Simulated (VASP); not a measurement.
Wanted: the native input for a VASP 6.6.1 run.

* Task: single point
* Functional: PBE
* Potentials or basis: VASP PAW PBE potentials, release 64 (Ga_d, As)
* Cutoff: 520 eV
* k mesh: 10 × 10 × 10
* Occupations: gaussian, width 0.01 eV
* Spin: no spin polarisation
* Dipole correction: no
* Further INCAR settings: ALGO = Normal; EDIFF = 1e-06; NBANDS = 16

The structure of GaAs lies in POSCAR:

```
GaAs
1.0
    0.0000000000      2.9079250066      2.9079250066
    2.9079250066      0.0000000000      2.9079250066
    2.9079250066      2.9079250066      0.0000000000
Ga As
1 1
Direct
    0.0000000000      0.0000000000      0.0000000000
    0.2500000000      0.2500000000      0.2500000000
```

These files were run (other wordings do the same):

INCAR

```
SYSTEM = GaAs
PREC = Accurate
ENCUT = 520
EDIFF = 1E-6
ISMEAR = 0
SIGMA = 0.01
LREAL = .False.
LASPH = .True.
NELM = 100
ALGO = Normal
ISIF = 2
LWAVE = .False.
LCHARG = .False.
GGA = PE
NBANDS = 16
```

KPOINTS

```
regular mesh
0
Gamma
  10 10 10
  0 0 0
```

Potentials or basis: VASP PAW PBE potentials, release 64 (Ga_d, As).

Command:

```sh
$ cat potpaw_PBE.64/Ga_d/POTCAR potpaw_PBE.64/As/POTCAR > POTCAR
$ mpirun -np 1 vasp_std > vasp.out
```

It gave:

```
Pressure               : -1.9 GPa
Band gap on the k mesh : zero (filled and empty bands touch)
```

Wall time 27 s on 1 thread of Intel Xeon 6975P-C (shared host), peak memory 0.2 GiB.
